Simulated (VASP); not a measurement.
**CdS: single point with PBE**

Crystal: CdS.

```
Cd S
1.0
     0.00000    2.90272    2.90272
     2.90272    0.00000    2.90272
     2.90272    2.90272    0.00000
Cd S
1 1
Direct
  0.00000 0.00000 0.00000
  0.25000 0.25000 0.25000
```

This cell differs from its parent crystal: volume scaled by 0.94.

```yaml
Program: VASP 6.6.1
Task: single point
Functional: PBE
Potentials_or_basis: VASP PAW PBE potentials, release 64 (Cd, S)
Cutoff: 520 eV
k_mesh: 8 × 8 × 8
Occupations: gaussian, width 0.02 eV
Spin: no spin polarisation
Dipole_correction: no
Further_INCAR_settings: ALGO = Normal; EDIFF = 1e-06; NBANDS = 16
```

```
Pressure               : 4.2 GPa
Band gap on the k mesh : 1.18 eV, direct
```

Levels at points of the mesh, in eV from the valence-band top:
```tsv
k point	band 7	band 8	band 9	band 10	band 11	band 12
(0.00, 0.00, 0.00)	0.00	0.00	0.00	1.18	6.54	6.54
(0.50, 0.00, 0.00)	-4.49	-0.77	-0.77	3.04	7.01	7.01
(0.50, 0.50, 0.00)	-4.02	-1.93	-1.93	3.53	4.37	9.29
```

Run time: 8.7 s on 1 thread of Intel(R) Xeon(R) 6975P-C (Granite Rapids) (shared host), peak memory 0.17 GiB.
